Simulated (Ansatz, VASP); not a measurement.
**One calculation of NiGe, two programs**

```
Ni Ge
1.0
     2.92942    0.00000    0.00000
     0.00000    2.92942    0.00000
     0.00000    0.00000    2.92670
Ni Ge
1 1
Direct
  0.00000 0.00000 0.00000
  0.50000 0.50000 0.50000
```

Alike in both runs: functional PBEsol; k mesh 16 × 16 × 12; occupations gaussian, width 0.1 eV; no spin polarisation.

Ansatz relaxed the structure, and its values are those at the end. VASP's run is a single point on that final structure, the one shown.

```csv
,VASP,Ansatz
version,VASP 6.6.1,Ansatz 0.2.0
potentials or method,"VASP PAW PBE potentials, release 64 (Ni, Ge_d), cutoff 520 eV","scalar-relativistic, plane waves, PAW"
valence electrons in the cell,24,32
```

```tsv
	VASP	Ansatz	Ansatz less VASP
gap on the k mesh at the Fermi level (eV)	none	none	-
pressure (GPa)	0.2	0.0	-0.19
```

VASP's potentials were made for PBE, not for PBEsol. A gap of «none» marks a metal or a gap that the smearing closes. VASP's potentials hold 24 valence electrons a cell and Ansatz's 32, so a difference there can come from the potentials and not from the codes.
